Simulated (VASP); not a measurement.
**K2Ge: single point with PBE**

Crystal: K2Ge.

```
K Ge
1.0
     5.84767    0.00000    0.00000
    -2.92383    5.06423    0.00000
     0.00000    0.00000    3.35372
K Ge
2 1
Direct
  0.66667 0.33333 0.50000
  0.33333 0.66667 0.50000
  0.00000 0.00000 0.00000
```

The cell was generated, and may not be a known phase.

```yaml
Program: VASP 6.6.1
Task: single point
Functional: PBE
Potentials_or_basis: VASP PAW PBE potentials, release 64 (K_sv, Ge_d)
Cutoff: 520 eV
k_mesh: 12 × 12 × 14
Occupations: gaussian, width 0.1 eV
Spin: no spin polarisation
```

| Property | Result |
| --- | --- |
| Pressure | 0.0 GPa |
| Band gap on the k mesh | zero (bands 16 and 17 overlap by 1.10 eV) |

Levels at points of the mesh, in eV from the Fermi level:
| k point | band 12 | band 13 | band 14 | band 15 | band 16 | band 17 | band 18 | band 19 | band 20 | band 21 |
| --- | --- | --- | --- | --- | --- | --- | --- | --- | --- | --- |
| (0.00, 0.00, 0.00) | -14.84 | -14.75 | -7.91 | -0.81 | -0.81 | 0.38 | 3.23 | 3.23 | 3.53 | 4.02 |
| (0.50, 0.00, 0.00) | -14.81 | -14.78 | -7.73 | -2.01 | -0.73 | 1.20 | 3.40 | 3.68 | 4.17 | 4.40 |
| (0.00, 0.00, 0.50) | -14.81 | -14.81 | -6.20 | -2.00 | 0.73 | 0.73 | 2.30 | 2.30 | 3.67 | 3.93 |
| (0.50, 0.00, 0.50) | -14.90 | -14.76 | -6.23 | -1.68 | 0.03 | 0.08 | 2.73 | 2.83 | 4.34 | 4.45 |

Wall time 16 min on 1 thread of Intel(R) Xeon(R) Platinum 8259CL CPU @ 2.50GHz (Skylake/Cascade Lake), on a shared host, peak memory 0.48 GiB.
